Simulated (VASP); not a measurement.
# BaTiO3 in VASP: notebook, part 2 of 2

VASP 6.6.1.

### 4 Single point, PBE+D3(BJ)

The input, INCAR:

```
SYSTEM = BaTiO3
ALGO     = Normal         ! electronic algorithm
EDIFF    = 1E-6           ! SCF threshold, eV
ENCUT    = 910            ! plane-wave cutoff, eV
GGA      = PE             ! functional
GGA_COMPAT= .FALSE.      
ISIF     = 2              ! what is computed and relaxed
ISMEAR   = -1             ! smearing method
IVDW     = 12             ! dispersion correction
LASPH    = .TRUE.         ! aspherical terms in the spheres
LCHARG   = .FALSE.        ! write CHGCAR
LREAL    = .FALSE.        ! projectors in reciprocal space
LWAVE    = .FALSE.        ! write WAVECAR
NBANDS   = 51             ! bands
NELM     = 120            ! most SCF steps
NELMDL   = -8           
PREC     = Accurate       ! precision mode
SIGMA    = 0.002          ! smearing width, eV
```

The input, KPOINTS:

```
k-points
0
G
  2 2 1
  0 0 0
```

The input, POSCAR:

```
BaTiO3
1.0
    5.6433910000      0.0000000000      0.0000000000
   -2.8216950000      4.9139330000      0.0000000000
    0.0000000000      0.0000000000     15.5925150000
Ba Ti O
2 2 6
Direct
    0.0000000000      0.0000000000      0.0641333358
    0.7983481034      0.3758700007      0.1692093931
    0.4175402466      0.6543027754      0.2135960748
    1.2353198678      1.1291769749      0.2917553711
    0.2760143974      0.4566606830      0.1039408973
    0.3074639359      0.9598624971      0.1912776739
    0.7902371291      0.9322471430      0.1901681672
    1.1574263449      0.9899402373      0.3837546412
    1.1185609738      0.3977669211      0.2756963838
    0.5687948271      0.4319147209      0.2911076244
```

Potentials or basis: VASP PAW PBE potentials, release 64 (Ba_sv, Ti_sv, O_h).

Started as:

```console
$ cat potpaw_PBE.64/Ba_sv/POTCAR potpaw_PBE.64/Ti_sv/POTCAR potpaw_PBE.64/O_h/POTCAR > POTCAR
$ mpirun -np 1 vasp_std > vasp.out
```

OUTCAR:

```text
SYSTEM = BaTiO3
   EDIFF = 1E-6
   ENCUT = 910
   GGA = PE
   ISIF = 2
   ISMEAR = -1
   IVDW = 12
   LASPH = .TRUE.
   LREAL = .FALSE.
   NELM = 120
   NELMDL = -8
   PREC = Accurate
 IVDW          = 12

 ion  position               nearest neighbor table
   1  0.000  0.000  0.064-   7 2.23   5 2.34   6 2.72   2 3.31   2 3.53   3 3.70   4 3.73   2 4.24

   2  0.798  0.376  0.169-  10 2.41   9 2.41   7 2.51   6 2.62   5 2.70   3 3.11   1 3.31   3 3.31
                             4 3.36   1 3.53   3 3.61   1 4.24
   3  0.418  0.654  0.214-   9 1.86   7 1.93   5 1.98   6 2.14  10 2.20   4 2.89   2 3.11   2 3.31
                             2 3.61   1 3.70
   4  0.235  0.129  0.292-   8 1.59  10 1.81   9 1.95   6 1.98   3 2.89   2 3.36   1 3.73
   5  0.276  0.457  0.104-   3 1.98   1 2.34   2 2.70
   6  0.307  0.960  0.191-   4 1.98   3 2.14   2 2.62   1 2.72
   7  0.790  0.932  0.190-   3 1.93   1 2.23   2 2.51
   8  0.157  0.990  0.384-   4 1.59
   9  0.119  0.398  0.276-   3 1.86   4 1.95   2 2.41
  10  0.569  0.432  0.291-   4 1.81   3 2.20   2 2.41

  LATTYP: Found a base centered orthorhombic cell.
 ALAT       =     5.6433910000
 B/A-ratio  =     1.7414823818
 C/A-ratio  =     2.7629691085

  Lattice vectors:

 A1 = (   2.8216950000,  -4.9139330000,   0.0000000000)
 A2 = (   2.8216960000,   4.9139330000,   0.0000000000)
 A3 = (   0.0000000000,   0.0000000000,  15.5925150000)

Analysis of symmetry for initial positions (statically):
=====================================================================
 Subroutine PRICEL returns:
 Original cell was already a primitive cell.

 Routine SETGRP: Setting up the symmetry group for a
 base centered orthorhombic supercell.

 Subroutine GETGRP returns: Found  1 space group operations
 (whereof  1 operations were pure point group operations)
 out of a pool of  8 trial point group operations.
[... 133 lines left out ...]
  Thomas-Fermi vector in A             =   2.059485
   LORBIT       =      0    0 simple, 1 ext, 2 COOP (PROOUT), +10 PAW based schemes
   GGA     = PE    functional components
   LHFCALC =     F    Hartree Fock is set to
   AEXX    =    0.0000 exact exchange contribution
   IVDW    =    12    specifies the selected vdW correction
   LEPSILON=     F    determine dielectric tensor
   LRPA    =     F    only Hartree local field effects (RPA)
 non-spin polarized calculation
  energy-cutoff  :      910.00
  volume of cell :      432.40
 maximum number of plane-waves:     27022
 NGX is ok and might be reduce to    56
   NGX = 27   NGY = 27   NGZ = 77

 number of electron      80.0000001 magnetization

 Free energy of the ion-electron system (eV)
  ---------------------------------------------------
  ext. energy  EPLUGINS =         0.00000000
  ---------------------------------------------------
  free energy    TOTEN  =       -72.51229014 eV

  energy without entropy =      -72.51229014  energy(sigma->0) =      -72.51229014

 E-fermi :  -1.7566     XC(G=0):  -4.4075

 val. band max:       -1.8887926909   @ k =   0.0000   0.5000   0.0000
 cond. band min:      -0.9481445682   @ k =   0.0000   0.0000   0.0000
 fundamental gap:      0.9406481226
 Fermi energy:        -1.7566106928

 k-point     1 :       0.0000    0.0000    0.0000
  band No.  band energies     occupation
      1     -59.1296      2.00000
      2     -56.5982      2.00000
      3     -35.4667      2.00000
      4     -35.3770      2.00000
      5     -35.3239      2.00000
      6     -33.2781      2.00000
[... 205 lines left out ...]
     50       2.6119      0.00000
     51       2.8115      0.00000

------------------------ aborting loop because EDIFF is reached ----------------------------------------

 Edisp (eV)   -1.34041

 E8    (eV) :    -0.6269

  FORCE on cell =-STRESS in cart. coord.  units (eV):
  Direction    XX          YY          ZZ          XY          YZ          ZX
  --------------------------------------------------------------------------------------
  -------------------------------------------------------------------------------------
  Total       9.66509     5.11929     2.53486     1.04810    -0.17308    -6.05513
  in kB      35.81218    18.96858     9.39246     3.88355    -0.64131   -22.43615
  external pressure =       21.39 kB  Pullay stress =        0.00 kB

 VOLUME and BASIS-vectors are now :
 -----------------------------------------------------------------------------
  energy-cutoff  :      910.00
  volume of cell :      432.40
      direct lattice vectors                 reciprocal lattice vectors
     5.643391000  0.000000000  0.000000000     0.177198426  0.101751471  0.000000000
    -2.821695000  4.913933000  0.000000000     0.000000000  0.203502978  0.000000000
     0.000000000  0.000000000 15.592515000     0.000000000  0.000000000  0.064133336

 POSITION                                       TOTAL-FORCE (eV/Angst)
 -----------------------------------------------------------------------------------
      0.00000      0.00000      1.00000         1.719343     -0.617291     -1.345932
      3.44480      1.84700      2.63840        -1.478017      0.334988      0.249811
      0.51010      3.21520      3.33050        -0.510007     -0.356331      0.374336
      0.96350      0.63477      4.54920        -1.761465      0.187855     -1.644476
      0.26910      2.24400      1.62070         0.984744      1.894517      0.919751
     -0.97330      4.71670      2.98250         1.148985     -2.150751     -0.320621
      1.82910      4.58100      2.96520        -0.531247     -1.567640      0.968895
     -1.90489      4.86450      5.98370         0.299222     -1.430589      2.441955
     -0.45329      1.95460      4.29880        -0.058219      1.557948     -0.363959
      1.99120      2.12240      4.53910         0.186661      2.147293     -1.279758
 -----------------------------------------------------------------------------------
    total drift:                               -0.000114     -0.000293     -0.001100

  FREE ENERGIE OF THE ION-ELECTRON SYSTEM (eV)
  ---------------------------------------------------
  free  energy   TOTEN  =       -73.8526964054 eV

  energy  without entropy=      -73.8526964054  energy(sigma->0) =      -73.85269641
```

stdout:

```text
POSCAR found type information on POSCAR BaTiO
 POSCAR found :  3 types and      10 ions
 scaLAPACK will be used
 LDA part: xc-table for (Slater+PW92), standard interpolation
 POSCAR, INCAR and KPOINTS ok, starting setup
 FFT: planning ... GRIDC
 FFT: planning ... GRID_SOFT
 FFT: planning ... GRID
 WAVECAR not read
 entering main loop
```

It took 11 min on 1 thread of Intel Xeon Platinum 8259CL at 2.50GHz (Skylake/Cascade Lake), shared host; peak memory 1 GiB.

Results:

* Free energy: -73.8527 eV
* Largest force: 2.846 eV/Å
* Band gap on the k mesh: 0.94 eV (least direct gap 1.13 eV)
* Dispersion energy per atom: -0.134 eV

Forces on the atoms (eV/Å):
```
Ba   1.719 -0.617 -1.346
Ba  -1.478  0.335  0.250
Ti  -0.510 -0.356  0.374
Ti  -1.761  0.188 -1.644
O    0.985  1.895  0.920
O    1.149 -2.151 -0.321
O   -0.531 -1.568  0.969
O    0.299 -1.431  2.442
O   -0.058  1.558 -0.364
O    0.187  2.147 -1.280
```

Caveat: the k points lie up to 0.64 Å⁻¹ apart; the cutoff is under 1.25 times the usual one of these potentials, so pressure, stress and relaxed cells hold a basis-set (Pulay) error; spin-orbit coupling is left out, which moves the levels of the heavy elements.

### 5 The runs side by side

```csv
cell,gap on the mesh (eV),largest force (eV/Å)
"as given, atomic positions A",1.32,3.20
"as given, atomic positions B",1.50,2.97
"as given, atomic positions C",0.94,2.85
```

Alike in all rows: task single point; level PBE+D3(BJ); potentials or basis VASP PAW PBE potentials, release 64 (Ba_sv, Ti_sv, O_h); no spin polarisation; k mesh 2 × 2 × 1; cutoff (eV) 910; smearing fermi-dirac 0.002 eV.

Caveats: all runs use coarse meshes; the cutoff is under 1.25 times the usual one of these potentials, so pressure, stress and relaxed cells hold a basis-set (Pulay) error; spin-orbit coupling is left out, which moves the levels of the heavy elements.

Absolute energies hang on the potentials; compare differences alone.
